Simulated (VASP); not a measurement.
# Ag (Fm-3m) in VASP: settings compared

Ag is run at these levels: RPBE, r2SCAN; tasks: single point.

Program: VASP 6.6.1. These are calculated values, not measurements. Logs are shortened: lines on timing, memory, paths and dates and some standing lists are left out, and cuts for length are marked.

**1. The cell of the first run**

It takes space group Fm-3m (No. 225, cubic). The conventional cell has a = 4.211 Å, b = 4.211 Å, c = 4.211 Å, α = 90.00°, β = 90.00°, γ = 90.00°. Within 3.9 Å of Ag (site symmetry m-3m) lie 12 Ag at 2.98 Å.

**2. Single point, RPBE**

Contents of INCAR:

```
PREC = Accurate ; ENCUT = 520
EDIFF = 1E-6 ; ISMEAR = -1
SIGMA = 0.05 ; LREAL = F
LASPH = T ; NELM = 60
ALGO = Normal ; ISIF = 2
LWAVE = F ; LCHARG = F
GGA = RP ; NBANDS = 12
```

Contents of KPOINTS:

```
Automatic mesh
0
Gamma
  11 11 11
```

Contents of POSCAR:

```
Ag
1.0
    0.0000000000      2.1052654314      2.1052654314
    2.1052654314      0.0000000000      2.1052654314
    2.1052654314      2.1052654314      0.0000000000
Ag
1
Direct
    0.0000000000      0.0000000000      0.0000000000
```

Potentials or basis: VASP PAW PBE potentials, release 64 (Ag).

Command:

```console
cat potpaw_PBE.64/Ag/POTCAR > POTCAR
mpirun -np 1 vasp_std > vasp.out
```

OUTCAR:

```text
PREC = Accurate
   ENCUT = 520
   EDIFF = 1E-6
   ISMEAR = -1
   LREAL = F
   LASPH = T
   NELM = 60
   ISIF = 2
   GGA = RP

 ion  position               nearest neighbor table
   1  0.000  0.000  0.000-

  LATTYP: Found a face centered cubic cell.
 ALAT       =     4.2105308628

  Lattice vectors:

 A1 = (   0.0000000000,   2.1052654314,   2.1052654314)
 A2 = (   2.1052654314,   0.0000000000,   2.1052654314)
 A3 = (   2.1052654314,   2.1052654314,   0.0000000000)

Analysis of symmetry for initial positions (statically):
=====================================================================
 Subroutine PRICEL returns:
 Original cell was already a primitive cell.

 Routine SETGRP: Setting up the symmetry group for a
 face centered cubic supercell.

 Subroutine GETGRP returns: Found 48 space group operations
 (whereof 48 operations were pure point group operations)
 out of a pool of 48 trial point group operations.

The static configuration has the point symmetry O_h .

Analysis of symmetry for dynamics (positions and initial velocities):
=====================================================================
 Subroutine PRICEL returns:
 Original cell was already a primitive cell.

 Routine SETGRP: Setting up the symmetry group for a
 face centered cubic supercell.

 Subroutine GETGRP returns: Found 48 space group operations
 (whereof 48 operations were pure point group operations)
 out of a pool of 48 trial point group operations.

The dynamic configuration has the point symmetry O_h .

 Subroutine INISYM returns: Found 48 space group operations
 (whereof 48 operations are pure point group operations),
 and found     1 'primitive' translations

----------------------------------------------------------------------------------------

                                     Primitive cell

  volume of cell :      18.6617

  direct lattice vectors                    reciprocal lattice vectors
     0.000000000  2.105265431  2.105265431    -0.237499744  0.237499744  0.237499744
     2.105265431  0.000000000  2.105265431     0.237499744 -0.237499744  0.237499744
     2.105265431  2.105265431  0.000000000     0.237499744  0.237499744 -0.237499744

  length of vectors
     2.977294925  2.977294925  2.977294925     0.411361623  0.411361623  0.411361623

  position of ions in fractional coordinates (direct lattice)
     0.000000000  0.000000000  0.000000000

  ion indices of the primitive-cell ions
   primitive index   ion index
                 1           1

----------------------------------------------------------------------------------------

 KPOINTS: Automatic mesh

Automatic generation of k-mesh.
 Grid dimensions read from file:
 generate k-points for:   11   11   11

 Generating k-lattice:

  Cartesian coordinates                     Fractional coordinates (reciprocal lattice)
    -0.021590886  0.021590886  0.021590886     0.090909091  0.000000000  0.000000000
     0.021590886 -0.021590886  0.021590886     0.000000000  0.090909091  0.000000000
     0.021590886  0.021590886 -0.021590886     0.000000000  0.000000000  0.090909091

  Length of vectors
     0.037396511  0.037396511  0.037396511

  Shift w.r.t. Gamma in fractional coordinates (k-lattice)
     0.000000000  0.000000000  0.000000000

 Subroutine IBZKPT returns following result:
 ===========================================

 Found     56 irreducible k-points:

 Following reciprocal coordinates:
            Coordinates               Weight
  0.000000  0.000000  0.000000      1.000000
  0.090909  0.000000  0.000000      8.000000
  0.181818  0.000000  0.000000      8.000000
  0.272727  0.000000  0.000000      8.000000
  0.363636  0.000000  0.000000      8.000000
  0.454545  0.000000  0.000000      8.000000
[... 16 lines left out ...]
 -0.272727  0.181818  0.000000     24.000000
 -0.181818  0.181818  0.000000     12.000000
 [... further k-points ...]
   k-points           NKPTS =     56   k-points in BZ     NKDIM =     56   number of bands    NBANDS=     12
   number of dos      NEDOS =    301   number of ions     NIONS =      1
   total plane-waves  NPLWV =  13824
   dimension x,y,z NGX =    24 NGY =   24 NGZ =   24
   dimension x,y,z NGXF=    48 NGYF=   48 NGZF=   48
   ions per type =               1
   NGX,Y,Z   is equivalent  to a cutoff of  13.40, 13.40, 13.40 a.u.
   NGXF,Y,Z  is equivalent  to a cutoff of  26.80, 26.80, 26.80 a.u.
 SYSTEM =  unknown system
   PREC   = accura    normal or accurate (medium, high low for compatibility)
   ISTART =      0    job   : 0-new  1-cont  2-samecut
   ICHARG =      2    charge: 1-file 2-atom 10-const
   ISPIN  =      1    spin polarized calculation?
   LNONCOLLINEAR =      F non collinear calculations
   LSORBIT =      F    spin-orbit coupling
   LASPH  =      T    aspherical Exc in radial PAW
   ENCUT  =  520.0 eV  38.22 Ry    6.18 a.u.   5.54  5.54  5.54*2*pi/ulx,y,z
   NELM   =     60;   NELMIN=  2; NELMDL= -5     # of ELM steps
   EDIFF  = 0.1E-05   stopping-criterion for ELM
   LREAL  =      F    real-space projection
   EDIFFG = 0.1E-04   stopping-criterion for IOM
   NSW    =      0    number of steps for IOM
   IBRION =     -1    ionic relax: 0-MD 1-quasi-New 2-CG
   NFREE  =      0    steps in history (QN), initial steepest desc. (CG)
   ISIF   =      2    stress and relaxation
   ISYM   =      2    0-nonsym 1-usesym 2-fastsym
   POTIM  = 0.5000    time-step for ionic-motion
   TEBEG  =    0.0;   TEEND  =   0.0 temperature during run
   PSTRESS=    0.0 pullay stress
   NELECT =      11.0000    total number of electrons
   NUPDOWN=      -1.0000    fix difference up-down
   EMIN   =  10.00;   EMAX   =-10.00  energy-range for DOS
   EFERMI =   0.00;   METHOD = LEGACY
   ISMEAR =    -1;   SIGMA  =   0.05  broadening in eV -4-tet -1-fermi 0-gaus
   EFERMI_NEDOS =   21; number of points for ismear=-14 and -15
   IALGO  =     38    algorithm
   IMIX   =      4    mixing-type and parameters
     AMIX     =   0.40;   BMIX     =  1.00
     AMIX_MAG =   1.60;   BMIX_MAG =  1.00
  volume/ion in A,a.u.               =      18.66       125.94
  Fermi-wavevector in a.u.,A,eV,Ry     =   1.372636  2.593907 25.635157  1.884131
  Thomas-Fermi vector in A             =   2.498226
   LORBIT       =      0    0 simple, 1 ext, 2 COOP (PROOUT), +10 PAW based schemes
   GGA     = RP    functional components
   LHFCALC =     F    Hartree Fock is set to
   AEXX    =    0.0000 exact exchange contribution
   IVDW    =     0    specifies the selected vdW correction
   LEPSILON=     F    determine dielectric tensor
   LRPA    =     F    only Hartree local field effects (RPA)
 non-spin polarized calculation
  energy-cutoff  :      520.00
  volume of cell :       18.66
 maximum number of plane-waves:       531
 NGX is ok and might be reduce to    24
   NGX = 11   NGY = 11   NGZ = 11

 number of electron      11.0000003 magnetization

 Free energy of the ion-electron system (eV)
  ---------------------------------------------------
  ext. energy  EPLUGINS =         0.00000000
  ---------------------------------------------------
  free energy    TOTEN  =        -2.20183168 eV

  energy without entropy =       -2.19779299  energy(sigma->0) =       -2.19981234

 E-fermi :   7.6809     XC(G=0): -11.5379

 val. band max:        7.6559239992   @ k =  -0.2727   0.2727   0.0000
 cond. band min:       7.7390787903   @ k =  -0.4545   0.0909   0.0000
 fundamental gap:      0.0831547911
 Fermi energy:         7.6809488614

 k-point     1 :       0.0000    0.0000    0.0000
  band No.  band energies     occupation
      1       0.2899      2.00000
      2       2.8626      2.00000
      3       2.8626      2.00000
      4       2.8626      2.00000
      5       3.7357      2.00000
      6       3.7357      2.00000
      7      23.1705      0.00000
      8      26.2604      0.00000
      9      26.2604      0.00000
     10      26.2604      0.00000
     11      30.7860      0.00000
     12      31.4577      0.00000

 k-point     2 :       0.0909    0.0000    0.0000
  band No.  band energies     occupation
      1       0.5272      2.00000
      2       2.8184      2.00000
      3       2.9213      2.00000
      4       2.9213      2.00000
      5       3.7163      2.00000
      6       3.7163      2.00000
      7      22.9959      0.00000
      8      24.5386      0.00000
      9      26.2810      0.00000
     10      26.2810      0.00000
     11      30.2562      0.00000
     12      31.2765      0.00000

 k-point     3 :       0.1818    0.0000    0.0000
  band No.  band energies     occupation
      1       1.1426      2.00000
      2       2.8070      2.00000
      3       3.0262      2.00000
      4       3.0262      2.00000
      5       3.7268      2.00000
      6       3.7268      2.00000
      7      20.4356      0.00000
      8      23.8930      0.00000
      9      26.2160      0.00000
     10      26.2160      0.00000
     11      29.2475      0.00000
     12      30.4649      0.00000

 k-point     4 :       0.2727    0.0000    0.0000
  band No.  band energies     occupation
      1       1.6083      2.00000
      2       3.0196      2.00000
      3       3.0196      2.00000
      4       3.4063      2.00000
      5       3.9085      2.00000
      6       3.9085      2.00000
      7      17.0260      0.00000
      8      23.4846      0.00000
      9      25.7806      0.00000
     10      25.7806      0.00000
     11      29.5255      0.00000
     12      29.5367      0.00000

 k-point     5 :       0.3636    0.0000    0.0000
  band No.  band energies     occupation
      1       1.6035      2.00000
      2       2.9264      2.00000
      3       2.9264      2.00000
      4       4.1890      2.00000
      5       4.1890      2.00000
      6       4.9504      2.00000
      7      13.7647      0.00000
      8      22.8519      0.00000
      9      25.0222      0.00000
     10      25.0222      0.00000
     11      29.1084      0.00000
     12      29.1084      0.00000

 k-point     6 :       0.4545    0.0000    0.0000
  band No.  band energies     occupation
      1       1.5275      2.00000
      2       2.8558      2.00000
      3       2.8558      2.00000
      4       4.3843      2.00000
      5       4.3843      2.00000
      6       6.7981      2.00000
      7      11.0927      0.00000
      8      22.4461      0.00000
      9      24.4645      0.00000
     10      24.4645      0.00000
     11      28.9943      0.00000
     12      28.9943      0.00000

 k-point     7 :       0.0909    0.0909    0.0000
  band No.  band energies     occupation
      1       0.6070      2.00000
      2       2.7510      2.00000
      3       2.9700      2.00000
      4       2.9700      2.00000
      5       3.6290      2.00000
      6       3.7847      2.00000
      7      23.1973      0.00000
      8      25.1951      0.00000
      9      25.2837      0.00000
     10      25.2837      0.00000
     11      31.3851      0.00000
     12      31.3867      0.00000

 k-point     8 :       0.1818    0.0909    0.0000
  band No.  band energies     occupation
      1       1.1100      2.00000
      2       2.6463      2.00000
      3       3.0912      2.00000
      4       3.0942      2.00000
      5       3.5790      2.00000
      6       3.8406      2.00000
      7      21.7081      0.00000
      8      23.6817      0.00000
      9      24.4578      0.00000
     10      26.2725      0.00000
     11      28.9573      0.00000
     12      31.4205      0.00000
[... 166 lines left out ...]
 k-point    20 :       0.4545    0.1818    0.0000
  band No.  band energies     occupation
      1       1.9049      2.00000
      2       2.6575      2.00000
      3       3.2447      2.00000
      4       3.3022      2.00000
      5       4.4347      2.00000
      6       7.0008      2.00000
      7      13.3230      0.00000
      8      20.4136      0.00000
      9      21.4483      0.00000
     10      23.2238      0.00000
     11      31.3910      0.00000
     12      31.8096      0.00000

 k-point    21 :      -0.4545    0.1818    0.0000
  band No.  band energies     occupation
      1       1.9115      2.00000
      2       2.6213      2.00000
      3       3.2279      2.00000
      4       3.4716      2.00000
      5       4.3856      2.00000
      6       8.9410      0.00000
      7      10.8899      0.00000
      8      19.3262      0.00000
      9      22.0717      0.00000
     10      23.1129      0.00000
     11      31.2602      0.00000
     12      31.3195      0.00000

 k-point    22 :      -0.3636    0.1818    0.0000
  band No.  band energies     occupation
      1       2.0089      2.00000
      2       2.6625      2.00000
      3       3.2156      2.00000
      4       3.4507      2.00000
      5       4.1300      2.00000
      6       7.7659      0.30899
      7      12.4558      0.00000
      8      18.6907      0.00000
      9      23.3543      0.00000
     10      23.3876      0.00000
     11      30.3120      0.00000
     12      31.0155      0.00000

 k-point    23 :      -0.2727    0.1818    0.0000
  band No.  band energies     occupation
      1       2.1729      2.00000
      2       2.7247      2.00000
      3       3.1461      2.00000
      4       3.2793      2.00000
      5       3.7592      2.00000
      6       6.0140      2.00000
      7      15.4956      0.00000
      8      18.5520      0.00000
      9      24.1379      0.00000
     10      25.1865      0.00000
     11      28.7803      0.00000
     12      30.9294      0.00000

 k-point    24 :      -0.1818    0.1818    0.0000
  band No.  band energies     occupation
      1       2.1452      2.00000
      2       2.5334      2.00000
      3       3.0702      2.00000
      4       3.3868      2.00000
      5       3.4138      2.00000
      6       4.7927      2.00000
      7      18.6692      0.00000
      8      19.0088      0.00000
      9      25.3422      0.00000
     10      27.1822      0.00000
     11      27.3195      0.00000
     12      30.6405      0.00000

 [... further k-points ...]
[... 5 lines left out ...]
  --------------------------------------------------------------------------------------
  -------------------------------------------------------------------------------------
  Total       -0.0042386     -0.0042386     -0.0042386     -0.0000000      0.0000000      0.0000000
  in kB       -0.3638966     -0.3638966     -0.3638966     -0.0000000      0.0000000      0.0000000
  external PRESSURE =      -0.3638966 kB  Pullay stress =       0.0000000 kB

 VOLUME and BASIS-vectors are now :
 -----------------------------------------------------------------------------
  energy-cutoff  :      520.00
  volume of cell :       18.66
      direct lattice vectors                 reciprocal lattice vectors
     0.000000000  2.105265431  2.105265431    -0.237499744  0.237499744  0.237499744
     2.105265431  0.000000000  2.105265431     0.237499744 -0.237499744  0.237499744
     2.105265431  2.105265431  0.000000000     0.237499744  0.237499744 -0.237499744

 POSITION                                       TOTAL-FORCE (eV/Angst)
 -----------------------------------------------------------------------------------
      0.00000      0.00000      0.00000        -0.000000      0.000000     -0.000000
 -----------------------------------------------------------------------------------
    total drift:                               -0.000000      0.000000      0.000000

  FREE ENERGIE OF THE ION-ELECTRON SYSTEM (eV)
  ---------------------------------------------------
  free  energy   TOTEN  =        -2.2018316823 eV

  energy  without entropy=       -2.1977929938  energy(sigma->0) =       -2.19981234
```

Wall time 5.9 s (1 thread of Intel Xeon Platinum 8488C (Sapphire Rapids), shared host); peak memory 0.14 GiB.

Results:

```
Free energy : -2.2018 eV
Pressure    : 0.0 GPa
```

Levels at points of the mesh, in eV from the Fermi level:
```
           k point  band 3  band 4  band 5  band 6  band 7  band 8  band 9  band 10
(0.00, 0.00, 0.00)   -4.82   -4.82   -3.95   -3.95   15.49   18.58   18.58    18.58
```

Caveat: the PAW data sets were made with another functional, which shifts forces and pressure a little.

**3. Single point, r2SCAN**

This run uses another cell than the first one, of 16.03 Å³/atom, 0.859 times its volume.

Contents of POSCAR:

```
Ag
1.0
    0.0000000000      2.0010495236      2.0010495236
    2.0010495236      0.0000000000      2.0010495236
    2.0010495236      2.0010495236      0.0000000000
Ag
1
Direct
    0.0000000000      0.0000000000      0.0000000000
```

Contents of INCAR.step1:

```
SYSTEM = Ag
PREC = Accurate
ENCUT = 520
ISMEAR = -1
SIGMA = 0.05
LREAL = .False.
LASPH = .True.
NELM = 80
NBANDS = 12
GGA = PE
ALGO = Normal
EDIFF = 1E-4
LWAVE = .True.
LCHARG = .False.
```

Contents of INCAR.step2:

```
SYSTEM = Ag
PREC = Accurate
ENCUT = 520
EDIFF = 1E-6
ISMEAR = -1
SIGMA = 0.05
LREAL = .False.
LASPH = .True.
NELM = 80
ALGO = Normal
ISIF = 2
LWAVE = .False.
LCHARG = .False.
METAGGA = R2SCAN
LMIXTAU = .True.
NBANDS = 12
ISTART = 1
```

Contents of KPOINTS:

```
Automatic mesh
0
Gamma
  11 11 11
  0 0 0
```

Potentials or basis: VASP PAW PBE potentials, release 64 (Ag).

Command:

```console
cat potpaw_PBE.64/Ag/POTCAR > POTCAR
cp INCAR.step1 INCAR
mpirun -np 1 vasp_std > vasp.out
cp INCAR.step2 INCAR
mpirun -np 1 vasp_std > vasp.out
```

It took 22 s on 1 thread of Intel Xeon Platinum 8488C (Sapphire Rapids), shared host; peak memory 0.15 GiB.

It converged, with:

| Property | Result |
| --- | --- |
| Free energy | -21.3255 eV |
| Pressure | 9.6 GPa |

Levels at points of the mesh, in eV from the Fermi level:
| k point | band 3 | band 4 | band 5 | band 6 | band 7 | band 8 | band 9 | band 10 |
| --- | --- | --- | --- | --- | --- | --- | --- | --- |
| (0.00, 0.00, 0.00) | -5.63 | -5.63 | -4.47 | -4.47 | 16.54 | 20.67 | 20.67 | 20.68 |

Caveat: the PAW data sets were made with another functional, which shifts forces and pressure a little.

**4. Single point, r2SCAN**

This run uses another cell than the first one, of 16.37 Å³/atom, 0.877 times its volume.

Contents of POSCAR:

```
Ag
1.0
    0.0000000000      2.0151418859      2.0151418859
    2.0151418859      0.0000000000      2.0151418859
    2.0151418859      2.0151418859      0.0000000000
Ag
1
Direct
    0.0000000000      0.0000000000      0.0000000000
```

Contents of INCAR.step1:

```
SYSTEM = Ag
PREC = Accurate
ENCUT = 520
ISMEAR = -1
SIGMA = 0.05
LREAL = .FALSE.
LASPH = .TRUE.
NELM = 100
NBANDS = 12
GGA = PE
ALGO = Normal
EDIFF = 1E-4
LWAVE = .TRUE.
LCHARG = .FALSE.
```

Contents of INCAR.step2:

```
SYSTEM = Ag
PREC = Accurate
ENCUT = 520
EDIFF = 1E-6
ISMEAR = -1
SIGMA = 0.05
LREAL = .FALSE.
LASPH = .TRUE.
NELM = 100
ALGO = Normal
ISIF = 2
LWAVE = .FALSE.
LCHARG = .TRUE.
METAGGA = R2SCAN
LMIXTAU = .TRUE.
LELF = .TRUE.
LVHAR = .TRUE.
NBANDS = 12
ISTART = 1
```

Contents of KPOINTS:

```
regular mesh
0
G
  11 11 11
  0 0 0
```

Command:

```console
cat potpaw_PBE.64/Ag/POTCAR > POTCAR
cp INCAR.step1 INCAR
mpirun -np 1 vasp_std > vasp.out
cp INCAR.step2 INCAR
mpirun -np 1 vasp_std > vasp.out
```

It took 22 s on 1 thread of Intel Xeon Platinum 8488C (Sapphire Rapids), shared host; peak memory 0.14 GiB.

It converged, with:

| Property | Result |
| --- | --- |
| Free energy | -21.3426 eV |
| Pressure | 6.5 GPa |

Levels at points of the mesh, in eV from the Fermi level:
```
           k point  band 2  band 3  band 4  band 5  band 6  band 7  band 8  band 9  band 10  band 11
(0.00, 0.00, 0.00)   -5.56   -5.56   -5.56   -4.44   -4.44   16.49   20.48   20.48    20.48    25.54
```

Caveat: the PAW data sets were made with another functional, which shifts forces and pressure a little.

(Part 1 of 2 ends here.)
